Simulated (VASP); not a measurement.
Here is a VASP 6.6.1 calculation.

The input INCAR:

```
PREC = Accurate
ENCUT = 520
EDIFF = 1E-7
ISMEAR = 0
SIGMA = 0.02
LREAL = False
LASPH = True
NELM = 100
ALGO = Normal
ISIF = 2
LWAVE = False
LCHARG = True
GGA = PE
LELF = True
LVHAR = True
NBANDS = 41
```

File KPOINTS:

```
Automatic mesh
0
Gamma
  8 8 2
```

Contents of POSCAR:

```
Be5ZnTe6
1.0
    4.0571113000      0.0000000000      0.0000000000
    0.0000000000      4.0571113000      0.0000000000
    0.0000000000      0.0000000000     17.3244513000
Be Zn Te
5 1 6
Direct
    0.0000000000      0.0000000000      0.8237560000
    0.0000000000      0.0000000000      0.1762440000
    0.5000000000      0.5000000000      0.3382530000
    0.0000000000      0.0000000000      0.5000000000
    0.5000000000      0.5000000000      0.6617470000
    0.5000000000      0.5000000000      0.0000000000
    0.5000000000      0.0000000000      0.0963530000
    0.0000000000      0.5000000000      0.2573350000
    0.5000000000      0.0000000000      0.4191360000
    0.0000000000      0.5000000000      0.5808640000
    0.5000000000      0.0000000000      0.7426650000
    0.0000000000      0.5000000000      0.9036470000
```

Potentials or basis: VASP PAW PBE potentials, release 64 (Be, Zn, Te).

Command:

```console
$ cat potpaw_PBE.64/Be/POTCAR potpaw_PBE.64/Zn/POTCAR potpaw_PBE.64/Te/POTCAR > POTCAR
$ mpirun -np 1 vasp_std > vasp.out
```

Task: Estimate the band gap on the k mesh.

Result: 1.92 eV, indirect (least direct gap 1.92 eV).

Task: Predict the pressure.

Result: 0.2 GPa.

Task: Estimate the largest force.

Result: 0.008 eV/Å.

Forces on the atoms (eV/Å):
```
Be   0.000  0.000  0.002
Be   0.000  0.000 -0.002
Be   0.000  0.000  0.001
Be   0.000  0.000  0.000
Be   0.000  0.000 -0.001
Zn   0.000  0.000  0.000
Te   0.000  0.000 -0.008
Te   0.000  0.000  0.004
Te   0.000  0.000 -0.002
Te   0.000  0.000  0.002
Te   0.000  0.000 -0.004
Te   0.000  0.000  0.008
```

Caveat: spin-orbit coupling is left out, which moves the levels of the heavy elements. A k mesh can miss the band edges.
